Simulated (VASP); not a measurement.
# Al (Fm-3m) in VASP: a series of runs

Al is run at these levels: LDA; tasks: single point, relaxation of cell and atoms.

All numbers are computed with VASP 6.6.1; they aren't measurements. Logs are shortened: lines on timing, memory, paths and dates and some standing lists are left out, and cuts for length are marked.

## (1) The cell of the first run

The structure is cubic, space group Fm-3m (No. 225). The conventional cell has a = 3.986 Å, b = 3.986 Å, c = 3.986 Å, α = 90.00°, β = 90.00°, γ = 90.00°. Within 3.7 Å of Al (site symmetry m-3m) lie 12 Al at 2.82 Å.

## (2) Single point, LDA

Input file INCAR:

```
SYSTEM = Al
PREC = Accurate ; ENCUT = 520
EDIFF = 1E-6 ; ISMEAR = 0
SIGMA = 0.1 ; LREAL = .FALSE.
LASPH = .TRUE. ; NELM = 100
ALGO = Fast ; ISIF = 2
LWAVE = .FALSE. ; LCHARG = .FALSE.
GGA = CA ; NBANDS = 8
```

Input file KPOINTS:

```
Automatic mesh
0
G
  8 8 8
  0 0 0
```

Input file POSCAR:

```
Al
1.0
    0.0000000000      1.9931651820      1.9931651820
    1.9931651820      0.0000000000      1.9931651820
    1.9931651820      1.9931651820      0.0000000000
Al
1
Direct
    0.0000000000      0.0000000000      0.0000000000
```

Potentials or basis: VASP PAW LDA potentials, release 64 (Al).

Launch:

```bash
> cat potpaw_LDA.64/Al/POTCAR > POTCAR
> mpirun -np 1 vasp_std > vasp.out
```

OUTCAR:

```text
SYSTEM = Al
   PREC = Accurate
   ENCUT = 520
   EDIFF = 1E-6
   ISMEAR = 0
   LREAL = .FALSE.
   LASPH = .TRUE.
   NELM = 100
   ISIF = 2
   GGA = CA

 ion  position               nearest neighbor table
   1  0.000  0.000  0.000-

  LATTYP: Found a face centered cubic cell.
 ALAT       =     3.9863303640

  Lattice vectors:

 A1 = (   0.0000000000,   1.9931651820,   1.9931651820)
 A2 = (   1.9931651820,   0.0000000000,   1.9931651820)
 A3 = (   1.9931651820,   1.9931651820,   0.0000000000)

Analysis of symmetry for initial positions (statically):
=====================================================================
 Subroutine PRICEL returns:
 Original cell was already a primitive cell.

 Routine SETGRP: Setting up the symmetry group for a
 face centered cubic supercell.

 Subroutine GETGRP returns: Found 48 space group operations
 (whereof 48 operations were pure point group operations)
 out of a pool of 48 trial point group operations.

The static configuration has the point symmetry O_h .

Analysis of symmetry for dynamics (positions and initial velocities):
=====================================================================
 Subroutine PRICEL returns:
 Original cell was already a primitive cell.

 Routine SETGRP: Setting up the symmetry group for a
 face centered cubic supercell.

 Subroutine GETGRP returns: Found 48 space group operations
 (whereof 48 operations were pure point group operations)
 out of a pool of 48 trial point group operations.

The dynamic configuration has the point symmetry O_h .

 Subroutine INISYM returns: Found 48 space group operations
 (whereof 48 operations are pure point group operations),
 and found     1 'primitive' translations

----------------------------------------------------------------------------------------

                                     Primitive cell

  volume of cell :      15.8365

  direct lattice vectors                    reciprocal lattice vectors
     0.000000000  1.993165182  1.993165182    -0.250857282  0.250857282  0.250857282
     1.993165182  0.000000000  1.993165182     0.250857282 -0.250857282  0.250857282
     1.993165182  1.993165182  0.000000000     0.250857282  0.250857282 -0.250857282

  length of vectors
     2.818761232  2.818761232  2.818761232     0.434497558  0.434497558  0.434497558

  position of ions in fractional coordinates (direct lattice)
     0.000000000  0.000000000  0.000000000

  ion indices of the primitive-cell ions
   primitive index   ion index
                 1           1

----------------------------------------------------------------------------------------

 KPOINTS: Automatic mesh

Automatic generation of k-mesh.
 Grid dimensions read from file:
 generate k-points for:    8    8    8

 Generating k-lattice:

  Cartesian coordinates                     Fractional coordinates (reciprocal lattice)
    -0.031357160  0.031357160  0.031357160     0.125000000  0.000000000  0.000000000
     0.031357160 -0.031357160  0.031357160     0.000000000  0.125000000  0.000000000
     0.031357160  0.031357160 -0.031357160     0.000000000  0.000000000  0.125000000

  Length of vectors
     0.054312195  0.054312195  0.054312195

  Shift w.r.t. Gamma in fractional coordinates (k-lattice)
     0.000000000  0.000000000  0.000000000

 Subroutine IBZKPT returns following result:
 ===========================================

 Found     29 irreducible k-points:

 Following reciprocal coordinates:
            Coordinates               Weight
  0.000000  0.000000  0.000000      1.000000
  0.125000  0.000000  0.000000      8.000000
  0.250000  0.000000  0.000000      8.000000
  0.375000  0.000000  0.000000      8.000000
  0.500000  0.000000  0.000000      4.000000
  0.125000  0.125000  0.000000      6.000000
[... 16 lines left out ...]
  0.500000  0.250000  0.125000     48.000000
 -0.375000  0.250000  0.125000     24.000000
 [... further k-points ...]
   k-points           NKPTS =     29   k-points in BZ     NKDIM =     29   number of bands    NBANDS=      8
   number of dos      NEDOS =    301   number of ions     NIONS =      1
   total plane-waves  NPLWV =  13824
   dimension x,y,z NGX =    24 NGY =   24 NGZ =   24
   dimension x,y,z NGXF=    48 NGYF=   48 NGZF=   48
   ions per type =               1
   NGX,Y,Z   is equivalent  to a cutoff of  14.15, 14.15, 14.15 a.u.
   NGXF,Y,Z  is equivalent  to a cutoff of  28.31, 28.31, 28.31 a.u.
 SYSTEM =  Al
   PREC   = accura    normal or accurate (medium, high low for compatibility)
   ISTART =      0    job   : 0-new  1-cont  2-samecut
   ICHARG =      2    charge: 1-file 2-atom 10-const
   ISPIN  =      1    spin polarized calculation?
   LNONCOLLINEAR =      F non collinear calculations
   LSORBIT =      F    spin-orbit coupling
   LASPH  =      T    aspherical Exc in radial PAW
   ENCUT  =  520.0 eV  38.22 Ry    6.18 a.u.   5.24  5.24  5.24*2*pi/ulx,y,z
   NELM   =    100;   NELMIN=  2; NELMDL= -5     # of ELM steps
   EDIFF  = 0.1E-05   stopping-criterion for ELM
   LREAL  =      F    real-space projection
   EDIFFG = 0.1E-04   stopping-criterion for IOM
   NSW    =      0    number of steps for IOM
   IBRION =     -1    ionic relax: 0-MD 1-quasi-New 2-CG
   NFREE  =      0    steps in history (QN), initial steepest desc. (CG)
   ISIF   =      2    stress and relaxation
   ISYM   =      2    0-nonsym 1-usesym 2-fastsym
   POTIM  = 0.5000    time-step for ionic-motion
   TEBEG  =    0.0;   TEEND  =   0.0 temperature during run
   PSTRESS=    0.0 pullay stress
   NELECT =       3.0000    total number of electrons
   NUPDOWN=      -1.0000    fix difference up-down
   EMIN   =  10.00;   EMAX   =-10.00  energy-range for DOS
   EFERMI =   0.00;   METHOD = LEGACY
   ISMEAR =     0;   SIGMA  =   0.10  broadening in eV -4-tet -1-fermi 0-gaus
   EFERMI_NEDOS =   21; number of points for ismear=-14 and -15
   IALGO  =     68    algorithm
   IMIX   =      4    mixing-type and parameters
     AMIX     =   0.40;   BMIX     =  1.00
     AMIX_MAG =   1.60;   BMIX_MAG =  1.00
  volume/ion in A,a.u.               =      15.84       106.87
  Fermi-wavevector in a.u.,A,eV,Ry     =   0.940218  1.776755 12.027688  0.884010
  Thomas-Fermi vector in A             =   2.067608
   LORBIT       =      0    0 simple, 1 ext, 2 COOP (PROOUT), +10 PAW based schemes
   GGA     = CA    functional components
   LHFCALC =     F    Hartree Fock is set to
   AEXX    =    0.0000 exact exchange contribution
   IVDW    =     0    specifies the selected vdW correction
   LEPSILON=     F    determine dielectric tensor
   LRPA    =     F    only Hartree local field effects (RPA)
 non-spin polarized calculation
 RMM-DIIS sequential band-by-band and
 Gauss-broadening in eV      SIGMA  =   0.10
  energy-cutoff  :      520.00
  volume of cell :       15.84
 maximum number of plane-waves:       444
 NGX is ok and might be reduce to    24
   NGX = 11   NGY = 11   NGZ = 11

 number of electron       3.0000000 magnetization

 Free energy of the ion-electron system (eV)
  ---------------------------------------------------
  ext. energy  EPLUGINS =         0.00000000
  ---------------------------------------------------
  free energy    TOTEN  =        -4.18694738 eV

  energy without entropy =       -4.18379824  energy(sigma->0) =       -4.18537281

 E-fermi :   8.2789     XC(G=0): -10.4953

 val. band max:        7.8754866206   @ k =  -0.2500   0.3750   0.1250
 cond. band min:       8.3586477525   @ k =   0.5000   0.2500   0.1250
 fundamental gap:      0.4831611320
 Fermi energy:         8.2788802496

 k-point     1 :       0.0000    0.0000    0.0000
  band No.  band energies     occupation
      1      -3.1607      2.00000
      2      21.0208      0.00000
      3      21.0208      0.00000
      4      21.0208      0.00000
      5      22.6599      0.00000
      6      22.6599      0.00000
      7      22.6599      0.00000
      8      25.1401      0.00000

 k-point     2 :       0.1250    0.0000    0.0000
  band No.  band energies     occupation
      1      -2.7258      2.00000
      2      16.6945      0.00000
      3      20.1028      0.00000
      4      20.1028      0.00000
      5      23.2916      0.00000
      6      24.1856      0.00000
      7      24.1856      0.00000
      8      26.1672      0.00000

 k-point     3 :       0.2500    0.0000    0.0000
  band No.  band energies     occupation
      1      -1.4296      2.00000
      2      11.7311      0.00000
      3      19.3371      0.00000
      4      19.3371      0.00000
      5      22.9393      0.00000
      6      23.2418      0.00000
      7      23.2418      0.00000
      8      27.4583      0.00000

 k-point     4 :       0.3750    0.0000    0.0000
  band No.  band energies     occupation
      1       0.7036      2.00000
      2       7.3402      2.00000
      3      19.2477      0.00000
      4      19.2477      0.00000
      5      21.2228      0.00000
      6      21.2228      0.00000
      7      23.0195      0.00000
      8      25.3486      0.00000

 k-point     5 :       0.5000    0.0000    0.0000
  band No.  band energies     occupation
      1       3.5108      2.00000
      2       3.7754      2.00000
      3      19.8479      0.00000
      4      19.8479      0.00000
      5      19.9019      0.00000
      6      19.9019      0.00000
      7      23.7480      0.00000
      8      23.8895      0.00000
[... 177 lines left out ...]
 k-point    22 :       0.3750    0.2500    0.1250
  band No.  band energies     occupation
      1      -0.2879      2.00000
      2      12.1300      0.00000
      3      13.6151      0.00000
      4      17.1923      0.00000
      5      20.5838      0.00000
      6      22.4764      0.00000
      7      25.4896      0.00000
      8      28.8920      0.00000

 k-point    23 :       0.5000    0.2500    0.1250
  band No.  band energies     occupation
      1       1.8259      2.00000
      2       8.3586      0.25928
      3      12.9044      0.00000
      4      15.0222      0.00000
      5      21.2541      0.00000
      6      23.3866      0.00000
      7      25.5607      0.00000
      8      29.5919      0.00000

 k-point    24 :      -0.3750    0.2500    0.1250
  band No.  band energies     occupation
      1       4.5787      2.00000
      2       4.8910      2.00000
      3      13.2720      0.00000
      4      13.8391      0.00000
      5      21.8158      0.00000
      6      22.2119      0.00000
      7      28.9021      0.00000
      8      29.2005      0.00000

 [... further k-points ...]
[... 5 lines left out ...]
  --------------------------------------------------------------------------------------
  -------------------------------------------------------------------------------------
  Total        0.0085499      0.0085499      0.0085499      0.0000000      0.0000000      0.0000000
  in kB        0.8649913      0.8649913      0.8649913      0.0000000      0.0000000      0.0000000
  external PRESSURE =       0.8649913 kB  Pullay stress =       0.0000000 kB

 VOLUME and BASIS-vectors are now :
 -----------------------------------------------------------------------------
  energy-cutoff  :      520.00
  volume of cell :       15.84
      direct lattice vectors                 reciprocal lattice vectors
     0.000000000  1.993165182  1.993165182    -0.250857282  0.250857282  0.250857282
     1.993165182  0.000000000  1.993165182     0.250857282 -0.250857282  0.250857282
     1.993165182  1.993165182  0.000000000     0.250857282  0.250857282 -0.250857282

 POSITION                                       TOTAL-FORCE (eV/Angst)
 -----------------------------------------------------------------------------------
      0.00000      0.00000      0.00000         0.000000      0.000000     -0.000000
 -----------------------------------------------------------------------------------
    total drift:                                0.000000     -0.000000     -0.000000

  FREE ENERGIE OF THE ION-ELECTRON SYSTEM (eV)
  ---------------------------------------------------
  free  energy   TOTEN  =        -4.1869473756 eV

  energy  without entropy=       -4.1837982442  energy(sigma->0) =       -4.18537281
```

It took 2.9 s on 1 thread of Intel Xeon 8259CL, shared host; peak memory 0.12 GiB.

Results:

- Free energy: -4.1869 eV
- Pressure: 0.1 GPa

(Part 1 of 2 ends here.)
